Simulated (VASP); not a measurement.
A run of VASP 6.6.1 is set up as follows.

INCAR

```
ALGO = Normal ; EDIFF = 1E-6
EDIFFG = -0.002 ; ENCUT = 600
GGA = PS ; IBRION = 2
ISIF = 3 ; ISMEAR = 0
LASPH = True ; LCHARG = False
LREAL = False ; LWAVE = False
NELM = 100 ; NSW = 100
PREC = Accurate ; PSTRESS = 100.0
SIGMA = 0.01
```

Contents of KPOINTS:

```
k-points
0
Gamma
  8 8 6
```

File POSCAR:

```
AlN
1.0
    3.1138295412      0.0000000000      0.0000000000
   -1.5569147706      2.6966554857      0.0000000000
    0.0000000000      0.0000000000      4.9828520803
Al N
2 2
Direct
    0.3333333333      0.6666666667     -0.0010085627
    0.6666666667      0.3333333333      0.4989914373
    0.3333333333      0.6666666667      0.3810085627
    0.6666666667      0.3333333333      0.8810085627
```

Potentials or basis: VASP PAW PBE potentials, release 64 (Al, N).

Launch:

```bash
$ cat potpaw_PBE.64/Al/POTCAR potpaw_PBE.64/N/POTCAR > POTCAR
$ mpirun -np 1 vasp_std > vasp.out
```

Question: What does it give for the relaxed cell?

Answer: a = 3.070 Å, b = 3.070 Å, c = 4.896 Å, α = 90.00°, β = 90.00°, γ = 120.00°.

Question: Predict the relaxed volume.

Answer: 9.99 Å³/atom.

The path:
| step | energy change (eV) | largest force (eV/Å) | pressure (GPa) | volume (Å³) |
| --- | --- | --- | --- | --- |
| 1 | 0.0000 | 0.0003 | -0.19 | 41.84 |
| 2 | 0.2657 | 0.0424 | 23.81 | 37.94 |
| 3 | 0.0541 | 0.0188 | 9.88 | 39.99 |
| 4 | 0.0564 | 0.0191 | 10.10 | 39.95 |
| 5 | 0.0565 | 0.0244 | 10.10 | 39.95 |
| 6 | 0.0567 | 0.0285 | 10.10 | 39.94 |
| 7 | 0.0546 | 0.0223 | 9.88 | 39.98 |
| 8 | 0.0555 | 0.0002 | 9.97 | 39.96 |
| 9 | 0.0555 | 0.0006 | 9.97 | 39.96 |

Caveat: the cell is relaxed towards a set pressure, so the enthalpy falls and the energy may rise; the PAW data sets were made with another functional, which shifts forces and pressure a little.
